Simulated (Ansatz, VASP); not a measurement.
Two plane-wave programs on Sc2InN3

```
Sc In N
1.0
     8.03353    0.00000    0.00000
    -4.01677    6.95724    0.00000
     0.00000    0.00000    3.84327
Sc In N
2 1 3
Direct
  0.33333 0.66667 0.50000
  0.66667 0.33333 0.50000
  0.00000 0.00000 0.50000
  0.33333 0.66667 0.00000
  0.66667 0.33333 0.00000
  0.00000 0.00000 0.00000
```

Alike in both runs: functional PBE; k mesh 6 × 6 × 10; occupations gaussian, width 0.1 eV; no spin polarisation.

Ansatz relaxed the structure, and its values are those at the end. VASP's run is a single point on that final structure, the one shown.

|  | VASP | Ansatz |
| --- | --- | --- |
| version | VASP 6.6.1 | Ansatz 0.2.0 |
| potentials or method | VASP PAW PBE potentials, release 64 (Sc_sv, In_d, N), cutoff 600 eV | scalar-relativistic, plane waves, PAW |
| valence electrons in the cell | 50 | 50 |

|  | VASP | Ansatz | Ansatz less VASP |
| --- | --- | --- | --- |
| gap on the k mesh at the Fermi level (eV) | none | none | - |
| pressure (GPa) | 0.1 | 0.0 | -0.11 |

A gap of «none» marks a metal or a gap that the smearing closes. With one functional, cell and mesh, what is left measures potentials, basis and numerics.
